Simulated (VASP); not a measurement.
Write the native input for VASP 6.6.1 that does the following.

| Quantity | Value |
| --- | --- |
| Task | single point |
| Functional | LDA |
| Potentials or basis | VASP PAW LDA potentials, release 64 (Co) |
| Cutoff | 520 eV |
| k mesh | 15 × 15 × 8 |
| Occupations | gaussian, width 0.1 eV |
| Spin | collinear spin, ferromagnetic start |
| Starting moments | [1.558, 1.558] μB |
| Dipole correction | no |
| Further INCAR settings | ALGO = Normal; EDIFF = 1e-06; NBANDS = 20 |

The structure of Co lies in POSCAR:

```
Co
1.0
    2.4273810165      0.0000000000      0.0000000000
   -1.2136905082      2.1021736250      0.0000000000
    0.0000000000      0.0000000000      3.9230481332
Co
2
Direct
    0.3333333333      0.6666666667      0.2500000000
    0.6666666667      0.3333333333      0.7500000000
```

The input as run:

INCAR

```
SYSTEM = Co
  PREC = Accurate
  ENCUT = 520
  EDIFF = 1E-6
  ISMEAR = 0
  SIGMA = 0.1
  LREAL = .False.
  LASPH = .True.
  NELM = 150
  ALGO = Normal
  ISIF = 2
  LWAVE = .False.
  LCHARG = .True.
  ISPIN = 2
  MAGMOM = 1.558 1.558
  LORBIT = 11
  LMAXMIX = 4
  LELF = .True.
  LVHAR = .True.
  NBANDS = 20
```

KPOINTS

```
Automatic mesh
0
Gamma
  15 15 8
  0 0 0
```

Potentials or basis: VASP PAW LDA potentials, release 64 (Co).

Run with:

```console
$ cat potpaw_LDA.64/Co/POTCAR > POTCAR
$ mpirun -np 1 vasp_std > vasp.out
```

It gave:

* Pressure: -1.1 GPa
* Net moment: 2.99 μB per cell
* Site moments: Co +1.49 μB
* Valence electrons inside the program's atomic spheres: Co 8.45

Wall time 43 s on 1 thread of Intel(R) Xeon(R) 6975P-C (Granite Rapids) (shared host), peak memory 0.17 GiB.
